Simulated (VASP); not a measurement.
A run of VASP 6.6.1 is set up as follows.

INCAR

```
SYSTEM = CaAu5
PREC = Accurate
ENCUT = 500
EDIFF = 1E-7
ISMEAR = 0
SIGMA = 0.1
LREAL = .FALSE.
LASPH = .TRUE.
NELM = 120
ALGO = Normal
ISIF = 3
LWAVE = .FALSE.
LCHARG = .FALSE.
GGA = PS
IBRION = 2
NSW = 70
EDIFFG = -0.008
PSTRESS = -10.0
GGA_COMPAT = .FALSE.
NELMIN = 4
```

The input KPOINTS:

```
regular mesh
0
G
  8 8 8
  0 0 0
```

The input POSCAR:

```
CaAu5
1.0
    0.0000000000      3.8721049666      3.8721049666
    3.8721049666      0.0000000000      3.8721049666
    3.8721049666      3.8721049666      0.0000000000
Ca Au
1 5
Direct
    0.0000000000      0.0000000000      0.0000000000
    0.7500000000      0.7500000000      0.7500000000
    0.3753009017      0.8740972949      0.3753009017
    0.3753009017      0.3753009017      0.8740972949
    0.3753009017      0.3753009017      0.3753009017
    0.8740972949      0.3753009017      0.3753009017
```

Potentials or basis: VASP PAW PBE potentials, release 64 (Ca_sv, Au).

Command:

```bash
$ cat potpaw_PBE.64/Ca_sv/POTCAR potpaw_PBE.64/Au/POTCAR > POTCAR
$ mpirun -np 1 vasp_std > vasp.out
```

(1) What does it give for the space group after relaxing (to 0.1 Å)?

(2) What does it give for the relaxed cell?

Answers

(1) F-43m (No. 216).

(2) a = 5.471 Å, b = 5.471 Å, c = 5.471 Å, α = 60.00°, β = 60.00°, γ = 60.00°.
